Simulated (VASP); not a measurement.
# NaCl (Pm-3m) in VASP: settings compared, part 2 of 2

VASP 6.6.1.

**4. Single point, PBE-based screened hybrid with 5 % exact exchange**

This run uses another cell than the first one, of 21.48 Å³/atom.

Input file POSCAR:

```
NaCl
1.0
    3.5021900000      0.0000000000      0.0000000000
    0.0000000000      3.5021900000      0.0000000000
    0.0000000000      0.0000000000      3.5021900000
Cl Na
1 1
Direct
    0.5000000000      0.5000000000      0.5000000000
    0.0000000000      0.0000000000      0.0000000000
```

Input file INCAR.step1:

```
SYSTEM = NaCl
ALGO = Normal
EDIFF = 1E-5
ENCUT = 520
GGA = PE
ISIF = 2
ISMEAR = -1
LASPH = .TRUE.
LCHARG = .FALSE.
LREAL = .FALSE.
LWAVE = .TRUE.
NBANDS = 14
NELM = 80
PREC = Accurate
SIGMA = 0.05
```

Input file INCAR.step2:

```
SYSTEM = NaCl
AEXX = 0.05
ALGO = Normal
EDIFF = 1E-6
ENCUT = 520
GGA = PE
HFSCREEN = 0.2
ISIF = 2
ISMEAR = -1
ISTART = 1
LASPH = .TRUE.
LCHARG = .FALSE.
LHFCALC = .TRUE.
LREAL = .FALSE.
LWAVE = .FALSE.
NBANDS = 14
NELM = 80
PREC = Accurate
PRECFOCK = Normal
SIGMA = 0.05
```

Input file KPOINTS:

```
k-points
0
G
  4 4 4
  0 0 0
```

Potentials or basis: VASP PAW PBE potentials, release 64 (Cl, Na_pv).

Started as:

```
$ cat potpaw_PBE.64/Cl/POTCAR potpaw_PBE.64/Na_pv/POTCAR > POTCAR
$ cp INCAR.step1 INCAR
$ mpirun -np 1 vasp_std > vasp.out
$ cp INCAR.step2 INCAR
$ mpirun -np 1 vasp_std > vasp.out
```

OUTCAR:

```text
SYSTEM = NaCl
   AEXX = 0.05
   EDIFF = 1E-6
   ENCUT = 520
   GGA = PE
   HFSCREEN = 0.2
   ISIF = 2
   ISMEAR = -1
   ISTART = 1
   LASPH = .TRUE.
   LHFCALC = .TRUE.
   LREAL = .FALSE.
   NELM = 80
   PREC = Accurate
   PRECFOCK = Normal

 ion  position               nearest neighbor table
   1  0.500  0.500  0.500-
   2  0.000  0.000  0.000-

  LATTYP: Found a simple cubic cell.
 ALAT       =     3.5021900000

  Lattice vectors:

 A1 = (   3.5021900000,   0.0000000000,   0.0000000000)
 A2 = (   0.0000000000,   3.5021900000,   0.0000000000)
 A3 = (   0.0000000000,   0.0000000000,   3.5021900000)

Analysis of symmetry for initial positions (statically):
=====================================================================
 Subroutine PRICEL returns:
 Original cell was already a primitive cell.

 Routine SETGRP: Setting up the symmetry group for a
 simple cubic supercell.

 Subroutine GETGRP returns: Found 48 space group operations
 (whereof 48 operations were pure point group operations)
 out of a pool of 48 trial point group operations.

The static configuration has the point symmetry O_h .

Analysis of symmetry for dynamics (positions and initial velocities):
=====================================================================
 Subroutine PRICEL returns:
 Original cell was already a primitive cell.

 Routine SETGRP: Setting up the symmetry group for a
 simple cubic supercell.

 Subroutine GETGRP returns: Found 48 space group operations
 (whereof 48 operations were pure point group operations)
 out of a pool of 48 trial point group operations.

The dynamic configuration has the point symmetry O_h .

 Subroutine INISYM returns: Found 48 space group operations
 (whereof 48 operations are pure point group operations),
 and found     1 'primitive' translations

----------------------------------------------------------------------------------------

                                     Primitive cell

  volume of cell :      42.9555

  direct lattice vectors                    reciprocal lattice vectors
     3.502190000  0.000000000  0.000000000     0.285535622  0.000000000  0.000000000
     0.000000000  3.502190000  0.000000000     0.000000000  0.285535622  0.000000000
     0.000000000  0.000000000  3.502190000     0.000000000  0.000000000  0.285535622

  length of vectors
     3.502190000  3.502190000  3.502190000     0.285535622  0.285535622  0.285535622

  position of ions in fractional coordinates (direct lattice)
     0.500000000  0.500000000  0.500000000
     0.000000000  0.000000000  0.000000000

  ion indices of the primitive-cell ions
   primitive index   ion index
                 1           1
                 2           2

----------------------------------------------------------------------------------------

 KPOINTS: k-points

Automatic generation of k-mesh.
 Grid dimensions read from file:
 generate k-points for:    4    4    4

 Generating k-lattice:

  Cartesian coordinates                     Fractional coordinates (reciprocal lattice)
[... 32 lines left out ...]
   ions per type =               1   1
   NGX,Y,Z   is equivalent  to a cutoff of  13.29, 13.29, 13.29 a.u.
   NGXF,Y,Z  is equivalent  to a cutoff of  26.58, 26.58, 26.58 a.u.
 SYSTEM =  NaCl
   PREC   = accura    normal or accurate (medium, high low for compatibility)
   ISTART =      1    job   : 0-new  1-cont  2-samecut
   ICHARG =      0    charge: 1-file 2-atom 10-const
   ISPIN  =      1    spin polarized calculation?
   LNONCOLLINEAR =      F non collinear calculations
   LSORBIT =      F    spin-orbit coupling
   LASPH  =      T    aspherical Exc in radial PAW
   ENCUT  =  520.0 eV  38.22 Ry    6.18 a.u.   6.51  6.51  6.51*2*pi/ulx,y,z
   NELM   =     80;   NELMIN=  2; NELMDL=  0     # of ELM steps
   EDIFF  = 0.1E-05   stopping-criterion for ELM
   LREAL  =      F    real-space projection
   EDIFFG = 0.1E-04   stopping-criterion for IOM
   NSW    =      0    number of steps for IOM
   IBRION =     -1    ionic relax: 0-MD 1-quasi-New 2-CG
   NFREE  =      0    steps in history (QN), initial steepest desc. (CG)
   ISIF   =      2    stress and relaxation
   ISYM   =      3    0-nonsym 1-usesym 2-fastsym
   POTIM  = 0.5000    time-step for ionic-motion
   TEBEG  =    0.0;   TEEND  =   0.0 temperature during run
   PSTRESS=    0.0 pullay stress
   NELECT =      14.0000    total number of electrons
   NUPDOWN=      -1.0000    fix difference up-down
   EMIN   =  10.00;   EMAX   =-10.00  energy-range for DOS
   EFERMI =   0.00;   METHOD = LEGACY
   ISMEAR =    -1;   SIGMA  =   0.05  broadening in eV -4-tet -1-fermi 0-gaus
   EFERMI_NEDOS =   21; number of points for ismear=-14 and -15
   IALGO  =     38    algorithm
   IMIX   =      1    mixing-type and parameters
     AMIX     =   0.40;   BMIX     =  1.00
     AMIX_MAG =   1.60;   BMIX_MAG =  1.00
  volume/ion in A,a.u.               =      21.48       144.94
  Fermi-wavevector in a.u.,A,eV,Ry     =   1.126621  2.129005 17.269530  1.269275
  Thomas-Fermi vector in A             =   2.263304
   LORBIT       =      0    0 simple, 1 ext, 2 COOP (PROOUT), +10 PAW based schemes
   GGA     = PE    functional components
   LHFCALC =     T    Hartree Fock is set to
   PRECFOCK=normal    Normal, Fast or Accurate (Low or Medium for compatibility)
   ENCUT4O =  -1.0   cutoff for four orbital integrals eV
   NKREDX  =     1    reduce k-point grid by
   NKREDY  =     1    reduce k-point grid by
   NKREDZ  =     1    reduce k-point grid by
   AEXX    =    0.0500 exact exchange contribution
   HFSCREEN=    0.2000 screening length (either q_TF or 0.3 A-1)
   HFSCREENC=   0.2000 screening length for correlation (either q_TF or 0.3 A-1)
   ENCUTFOCK=  -1.0 apply spherical cutoff to Coloumb kernel
   IVDW    =     0    specifies the selected vdW correction
   LEPSILON=     F    determine dielectric tensor
   LRPA    =     F    only Hartree local field effects (RPA)
 non-spin polarized calculation
  energy-cutoff  :      520.00
  volume of cell :       42.96
 maximum number of plane-waves:      1189
 NGX is ok and might be reduce to    28
  NGX = 20; NGY = 20; NGZ = 20

 number of electron      13.9999982 magnetization

 Free energy of the ion-electron system (eV)
  ---------------------------------------------------
  ext. energy  EPLUGINS =         0.00000000
  ---------------------------------------------------
  free energy    TOTEN  =        -6.67763445 eV

  energy without entropy =       -6.67763445  energy(sigma->0) =       -6.67763445

 E-fermi :   1.4109     XC(G=0):  -8.1425

 val. band max:        0.2470168547   @ k =   0.5000   0.5000   0.0000
 cond. band min:       4.4819717496   @ k =   0.0000   0.0000   0.0000
 fundamental gap:      4.2349548949
 Fermi energy:         1.4109310270

 k-point     1 :       0.0000    0.0000    0.0000
  band No.  band energies     occupation
      1     -22.2712      2.00000
      2     -22.2712      2.00000
      3     -22.2712      2.00000
      4     -13.3817      2.00000
      5      -0.2525      2.00000
      6      -0.2525      2.00000
      7      -0.2525      2.00000
      8       4.4820      0.00000
      9       9.0932      0.00000
     10       9.0932      0.00000
     11      16.2746      0.00000
     12      16.2746      0.00000
     13      16.2747      0.00000
     14      16.5158      0.00000
[... 139 lines left out ...]
      1     -22.2971      2.00000
      2     -22.2971      2.00000
      3     -22.2971      2.00000
      4     -12.4709      2.00000
      5      -1.6292      2.00000
      6      -1.6292      2.00000
      7      -1.6292      2.00000
      8       7.6272      0.00000
      9       7.6272      0.00000
     10       7.6272      0.00000
     11      12.2144      0.00000
     12      16.4845      0.00000
     13      16.4845      0.00000
     14      16.4845      0.00000

------------------------ aborting loop because EDIFF is reached ----------------------------------------

  FORCE on cell =-STRESS in cart. coord.  units (eV):
  Direction    XX          YY          ZZ          XY          YZ          ZX
  --------------------------------------------------------------------------------------
  -------------------------------------------------------------------------------------
  Total        0.0285954      0.0285954      0.0285954     -0.0000000     -0.0000000     -0.0000000
  in kB        1.0665650      1.0665650      1.0665650     -0.0000000     -0.0000000     -0.0000000
  external PRESSURE =       1.0665650 kB  Pullay stress =       0.0000000 kB

 VOLUME and BASIS-vectors are now :
 -----------------------------------------------------------------------------
  energy-cutoff  :      520.00
  volume of cell :       42.96
      direct lattice vectors                 reciprocal lattice vectors
     3.502190000  0.000000000  0.000000000     0.285535622  0.000000000  0.000000000
     0.000000000  3.502190000  0.000000000     0.000000000  0.285535622  0.000000000
     0.000000000  0.000000000  3.502190000     0.000000000  0.000000000  0.285535622

 POSITION                                       TOTAL-FORCE (eV/Angst)
 -----------------------------------------------------------------------------------
      1.75110      1.75110      1.75110         0.000000      0.000000      0.000000
      0.00000      0.00000      0.00000         0.000000      0.000000      0.000000
 -----------------------------------------------------------------------------------
    total drift:                                0.000001      0.000000      0.000001

  FREE ENERGIE OF THE ION-ELECTRON SYSTEM (eV)
  ---------------------------------------------------
  free  energy   TOTEN  =        -6.6776344492 eV

  energy  without entropy=       -6.6776344492  energy(sigma->0) =       -6.67763445
```

It took 80 s on 1 thread of Intel Xeon 8259CL, shared host; peak memory 0.22 GiB.

Results:

* Free energy: -6.6776 eV
* Pressure: 0.1 GPa
* Band gap on the k mesh: 4.24 eV (least direct gap 4.73 eV)

Caveat: the k points lie up to 0.45 Å⁻¹ apart; the PAW data sets were made with another functional, which shifts forces and pressure a little. A k mesh can miss the band edges.

**5. Single point, PBE-based screened hybrid with 10 % exact exchange**

This run uses another cell than the first one, of 21.48 Å³/atom.

POSCAR is that of step 4.

Input file INCAR.step1:

```
ALGO = Normal
EDIFF = 1E-5
ENCUT = 520
GGA = PE
ISIF = 2
ISMEAR = -1
LASPH = True
LCHARG = False
LREAL = False
LWAVE = True
NBANDS = 14
NELM = 100
PREC = Accurate
SIGMA = 0.05
```

Input file INCAR.step2:

```
AEXX = 0.1
ALGO = Normal
EDIFF = 1E-6
ENCUT = 520
GGA = PE
HFSCREEN = 0.2
ISIF = 2
ISMEAR = -1
ISTART = 1
LASPH = True
LCHARG = False
LHFCALC = True
LREAL = False
LWAVE = False
NBANDS = 14
NELM = 100
PREC = Accurate
PRECFOCK = Normal
SIGMA = 0.05
```

Input file KPOINTS:

```
k-points
0
Gamma
  4 4 4
```

Potentials or basis: VASP PAW PBE potentials, release 64 (Cl, Na_pv).

Started as:

```
$ cat potpaw_PBE.64/Cl/POTCAR potpaw_PBE.64/Na_pv/POTCAR > POTCAR
$ cp INCAR.step1 INCAR
$ mpirun -np 1 vasp_std > vasp.out
$ cp INCAR.step2 INCAR
$ mpirun -np 1 vasp_std > vasp.out
```

OUTCAR:

```text
AEXX = 0.1
   EDIFF = 1E-6
   ENCUT = 520
   GGA = PE
   HFSCREEN = 0.2
   ISIF = 2
   ISMEAR = -1
   ISTART = 1
   LASPH = True
   LHFCALC = True
   LREAL = False
   NELM = 100
   PREC = Accurate
   PRECFOCK = Normal

 ion  position               nearest neighbor table
   1  0.500  0.500  0.500-
   2  0.000  0.000  0.000-

  LATTYP: Found a simple cubic cell.
 ALAT       =     3.5021900000

  Lattice vectors:

 A1 = (   3.5021900000,   0.0000000000,   0.0000000000)
 A2 = (   0.0000000000,   3.5021900000,   0.0000000000)
 A3 = (   0.0000000000,   0.0000000000,   3.5021900000)

Analysis of symmetry for initial positions (statically):
=====================================================================
 Subroutine PRICEL returns:
 Original cell was already a primitive cell.

 Routine SETGRP: Setting up the symmetry group for a
 simple cubic supercell.

 Subroutine GETGRP returns: Found 48 space group operations
 (whereof 48 operations were pure point group operations)
 out of a pool of 48 trial point group operations.

The static configuration has the point symmetry O_h .

Analysis of symmetry for dynamics (positions and initial velocities):
=====================================================================
 Subroutine PRICEL returns:
 Original cell was already a primitive cell.

 Routine SETGRP: Setting up the symmetry group for a
 simple cubic supercell.

 Subroutine GETGRP returns: Found 48 space group operations
 (whereof 48 operations were pure point group operations)
 out of a pool of 48 trial point group operations.

The dynamic configuration has the point symmetry O_h .

 Subroutine INISYM returns: Found 48 space group operations
 (whereof 48 operations are pure point group operations),
 and found     1 'primitive' translations
[... 111 lines left out ...]
   NKREDZ  =     1    reduce k-point grid by
   AEXX    =    0.1000 exact exchange contribution
   HFSCREEN=    0.2000 screening length (either q_TF or 0.3 A-1)
   HFSCREENC=   0.2000 screening length for correlation (either q_TF or 0.3 A-1)
   ENCUTFOCK=  -1.0 apply spherical cutoff to Coloumb kernel
   IVDW    =     0    specifies the selected vdW correction
   LEPSILON=     F    determine dielectric tensor
   LRPA    =     F    only Hartree local field effects (RPA)
 non-spin polarized calculation
  energy-cutoff  :      520.00
  volume of cell :       42.96
 maximum number of plane-waves:      1189
 NGX is ok and might be reduce to    28
  NGX = 20; NGY = 20; NGZ = 20

 number of electron      13.9999982 magnetization

 Free energy of the ion-electron system (eV)
  ---------------------------------------------------
  ext. energy  EPLUGINS =         0.00000000
  ---------------------------------------------------
  free energy    TOTEN  =        -6.89708402 eV

  energy without entropy =       -6.89708402  energy(sigma->0) =       -6.89708402

 E-fermi :   1.2496     XC(G=0):  -7.8543

 val. band max:        0.0597530610   @ k =   0.5000   0.5000   0.0000
 cond. band min:       4.5600165095   @ k =   0.0000   0.0000   0.0000
 fundamental gap:      4.5002634485
 Fermi energy:         1.2496097307

 k-point     1 :       0.0000    0.0000    0.0000
  band No.  band energies     occupation
      1     -22.8884      2.00000
      2     -22.8884      2.00000
      3     -22.8884      2.00000
      4     -13.8207      2.00000
      5      -0.4479      2.00000
      6      -0.4479      2.00000
      7      -0.4479      2.00000
      8       4.5600      0.00000
      9       9.1792      0.00000
     10       9.1792      0.00000
     11      16.4348      0.00000
     12      16.4348      0.00000
     13      16.4349      0.00000
     14      16.6897      0.00000
[... 139 lines left out ...]
      1     -22.9138      2.00000
      2     -22.9138      2.00000
      3     -22.9138      2.00000
      4     -12.8947      2.00000
      5      -1.8468      2.00000
      6      -1.8468      2.00000
      7      -1.8468      2.00000
      8       7.7068      0.00000
      9       7.7068      0.00000
     10       7.7068      0.00000
     11      12.3559      0.00000
     12      16.6565      0.00000
     13      16.6565      0.00000
     14      16.6565      0.00000

------------------------ aborting loop because EDIFF is reached ----------------------------------------

  FORCE on cell =-STRESS in cart. coord.  units (eV):
  Direction    XX          YY          ZZ          XY          YZ          ZX
  --------------------------------------------------------------------------------------
  -------------------------------------------------------------------------------------
  Total       -0.0064131     -0.0064131     -0.0064131     -0.0000000     -0.0000000      0.0000000
  in kB       -0.2391977     -0.2391977     -0.2391977     -0.0000000     -0.0000000      0.0000000
  external PRESSURE =      -0.2391977 kB  Pullay stress =       0.0000000 kB

 VOLUME and BASIS-vectors are now :
 -----------------------------------------------------------------------------
  energy-cutoff  :      520.00
  volume of cell :       42.96
      direct lattice vectors                 reciprocal lattice vectors
     3.502190000  0.000000000  0.000000000     0.285535622  0.000000000  0.000000000
     0.000000000  3.502190000  0.000000000     0.000000000  0.285535622  0.000000000
     0.000000000  0.000000000  3.502190000     0.000000000  0.000000000  0.285535622

 POSITION                                       TOTAL-FORCE (eV/Angst)
 -----------------------------------------------------------------------------------
      1.75110      1.75110      1.75110         0.000000      0.000000      0.000000
      0.00000      0.00000      0.00000         0.000000      0.000000      0.000000
 -----------------------------------------------------------------------------------
    total drift:                                0.000000     -0.000000      0.000001

  FREE ENERGIE OF THE ION-ELECTRON SYSTEM (eV)
  ---------------------------------------------------
  free  energy   TOTEN  =        -6.8970840228 eV

  energy  without entropy=       -6.8970840228  energy(sigma->0) =       -6.89708402
```

Run time: 96 s. Hardware: 1 thread of Intel Xeon 8259CL, shared host; peak memory 0.22 GiB.

What came out:

* Free energy: -6.8971 eV
* Pressure: 0.0 GPa
* Band gap on the k mesh: 4.50 eV (least direct gap 5.01 eV)

Caveat: the k points lie up to 0.45 Å⁻¹ apart; the PAW data sets were made with another functional, which shifts forces and pressure a little.

**6. Summary**

```tsv
task	level	cell	k mesh	cutoff (eV)	grid for exact exchange (PRECFOCK)	share of exact exchange	screening parameter	gap on the mesh (eV)	pressure (GPa)
single point	RPBE	a = 3.592 Å, 2 atoms	8 × 8 × 8	520	-	-	-	4.02	-0.1
relaxation of cell and atoms	RPBE	relaxed from a = 3.502 Å, 2 atoms	8 × 8 × 8	600	-	-	-	4.03	0.0
single point	PBE-based screened hybrid with 5 % exact exchange	a = 3.502 Å, 2 atoms	4 × 4 × 4	520	Normal	0.05	0.2 1/Å	4.24	0.1
single point	PBE-based screened hybrid with 10 % exact exchange	a = 3.502 Å, 2 atoms	4 × 4 × 4	520	Normal	0.1	0.2 1/Å	4.50	0.0
```

Alike in all rows: potentials or basis VASP PAW PBE potentials, release 64 (Cl, Na_pv); no spin polarisation; smearing fermi-dirac 0.05 eV.

Caveats: some runs use coarse meshes; the PAW data sets were made with another functional, which shifts forces and pressure a little.

Total energies depend on the potentials used, so only differences within one code and one set of settings carry meaning.
